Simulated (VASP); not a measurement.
TiC: single point with LDA

TiC:

```
Ti C
1.0
     0.00000    2.18006    2.18006
     2.18006    0.00000    2.18006
     2.18006    2.18006    0.00000
Ti C
1 1
Direct
  0.00000 0.00000 0.00000
  0.50000 0.50000 0.50000
```

```
Program                : VASP 6.6.1
Task                   : single point
Functional             : LDA
Potentials or basis    : VASP PAW LDA potentials, release 64 (Ti_sv, C)
Cutoff                 : 520 eV
k mesh                 : 11 × 11 × 11
Occupations            : fermi-dirac, width 0.05 eV
Spin                   : no spin polarisation
Dipole correction      : no
Further INCAR settings : ALGO = Normal; EDIFF = 1e-07; NBANDS = 15
```

* Pressure: -16.3 GPa
* Band gap on the k mesh: zero (band 8 reaches 9.62 eV, above the bottom of band 9 at 8.59 eV)

Levels at points of the mesh, in eV from the Fermi level:
```tsv
k point	band 4	band 5	band 6	band 7	band 8	band 9	band 10	band 11	band 12	band 13
(0.00, 0.00, 0.00)	-32.40	-12.16	0.57	0.57	0.57	1.62	1.62	1.62	1.62	1.62
```

Run time: 13 s on 1 thread of AMD EPYC 9R45 96-Core Processor (Zen 5) (shared host), peak memory 0.11 GiB.
